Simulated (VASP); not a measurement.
Here is a VASP 6.6.1 calculation.

Contents of INCAR:

```
ALGO = Fast ; EDIFF = 1E-6
ENCUT = 520 ; GGA = PS
ISIF = 2 ; ISMEAR = 0
LASPH = True ; LCHARG = False
LREAL = False ; LWAVE = False
NBANDS = 24 ; NELM = 100
PREC = Accurate ; SIGMA = 0.1
```

The input KPOINTS:

```
k-points
0
Gamma
  6 6 6
```

File POSCAR:

```
Cu
1.0
    4.0726493730      0.0000000000      0.0000000000
   -2.0363246865      3.5270178177      0.0000000000
    0.0000000000      0.0000000000      2.4098533003
Cu
3
Direct
    0.0000000000      0.0000000000      0.0000000000
    0.3333333333      0.6666666667      0.5000000000
    0.6666666667      0.3333333333      0.5000000000
```

Potentials or basis: VASP PAW PBE potentials, release 64 (Cu).

Command:

```console
$ cat potpaw_PBE.64/Cu/POTCAR > POTCAR
$ mpirun -np 1 vasp_std > vasp.out
```

**Question.** What does it give for the band gap on the k mesh?

**Answer.** Zero (an odd number of electrons rules out a gap without spin polarisation).

**Question.** Estimate the pressure.

**Answer.** 1.0 GPa.

Stress tensor (GPa, compression positive):
```
1.08 0.00 0.00
0.00 1.08 0.00
0.00 0.00 0.97
```

Caveat: the k points lie up to 0.43 Å⁻¹ apart, too coarse for converged energies and pressures of a metal; the PAW data sets were made with another functional, which shifts forces and pressure a little.
